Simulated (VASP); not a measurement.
## HfN: single point with LDA

HfN:

```
CELL_PARAMETERS angstrom
0.00000 2.25600 2.25600
2.25600 0.00000 2.25600
2.25600 2.25600 0.00000
ATOMIC_POSITIONS crystal
Hf 0.00000 0.00000 0.00000
N 0.50000 0.50000 0.50000
```

```yaml
Program: VASP 6.6.1
Task: single point
Functional: LDA
Potentials_or_basis: VASP PAW LDA potentials, release 64 (Hf_pv, N)
Cutoff: 520 eV
k_mesh: 9 × 9 × 9
Occupations: fermi-dirac, width 0.03 eV
Spin: no spin polarisation
```

```yaml
Pressure: -9.6 GPa
```

Levels at points of the mesh, in eV from the Fermi level:
```tsv
k point	band 5	band 6	band 7	band 8	band 9	band 10	band 11	band 12
(0.00, 0.00, 0.00)	-2.93	-2.93	-2.93	-0.37	-0.37	-0.37	1.94	1.94
```

Run time: 8.2 s on 1 thread of AMD EPYC 7R13 Processor (Zen 3) (shared host), peak memory 0.1 GiB.

Caveat: spin-orbit coupling is left out, which moves the levels of the heavy elements.
